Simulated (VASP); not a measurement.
The system is Ta2N.

```
CELL_PARAMETERS angstrom
-1.47659 1.47659 4.80440
1.47659 -1.47659 4.80440
1.47659 1.47659 -4.80440
ATOMIC_POSITIONS crystal
Ta 0.34000 0.34000 0.00000
Ta 0.66000 0.66000 0.00000
N 0.00000 0.00000 0.00000
```

| Item | Value |
| --- | --- |
| Program | VASP 6.6.1 |
| Task | relaxation of cell and atoms |
| Functional | PBE |
| Potentials or basis | VASP PAW PBE potentials, release 64 (Ta_pv, N) |
| Cutoff | 600 eV |
| k mesh | 8 × 8 × 8 |
| Occupations | gaussian, width 0.1 eV |
| Spin | no spin polarisation |

At the start: pressure 4.3 GPa; volume 13.97 Å³/atom.

Problem. How do energy, volume and symmetry change on relaxing?

Solution. Over 7 steps the energy falls by 800.5 meV/atom and the volume is 13.20 Å³/atom (-5.5 %); space group I4/mmm (No. 139, to 0.1 Å) before and after.

Step by step:
```tsv
step	energy change (eV)	largest force (eV/Å)	pressure (GPa)	volume (Å³)
1	0.0000	6.3812	4.33	41.90
2	-1.8343	2.0951	-18.73	44.15
3	-1.9726	0.4622	-19.63	43.76
4	-0.5509	7.3541	64.69	34.48
5	-2.2379	1.9622	-4.69	40.79
6	-2.3525	1.0785	3.90	38.96
7	-2.4014	0.0185	-0.23	39.60
```

Final structure:
```yaml
crystal:
  lattice:
    - [-1.38809, 1.38809, 5.13750]
    - [1.38809, -1.38809, 5.13750]
    - [1.38809, 1.38809, -5.13750]
  atoms:
    - { symbol: Ta, position: [0.36532, 0.36532, 0.00000] }
    - { symbol: Ta, position: [0.63468, 0.63468, 0.00000] }
    - { symbol: N, position: [0.00000, 0.00000, 0.00000] }
```
